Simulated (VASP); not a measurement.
Input of a VASP 6.6.1 run:

Contents of INCAR:

```
SYSTEM = ZnSe
PREC = Accurate
ENCUT = 520
EDIFF = 1E-6
ISMEAR = -1
SIGMA = 0.02
LREAL = .FALSE.
LASPH = .TRUE.
NELM = 100
ALGO = Normal
ISIF = 2
LWAVE = .FALSE.
LCHARG = .FALSE.
GGA = PE
NBANDS = 16
```

KPOINTS

```
Automatic mesh
0
G
  8 8 8
  0 0 0
```

Contents of POSCAR:

```
ZnSe
1.0
    0.0000000000      2.8324206784      2.8324206784
    2.8324206784      0.0000000000      2.8324206784
    2.8324206784      2.8324206784      0.0000000000
Zn Se
1 1
Direct
    0.0000000000      0.0000000000      0.0000000000
    0.2500000000      0.2500000000      0.2500000000
```

Potentials or basis: VASP PAW PBE potentials, release 64 (Zn, Se).

The run is started by

```sh
$ cat potpaw_PBE.64/Zn/POTCAR potpaw_PBE.64/Se/POTCAR > POTCAR
$ mpirun -np 1 vasp_std > vasp.out
```

(1) Predict the pressure.

(2) Estimate the band gap on the k mesh.

Results:

(1) 2.4 GPa.

(2) 1.30 eV.
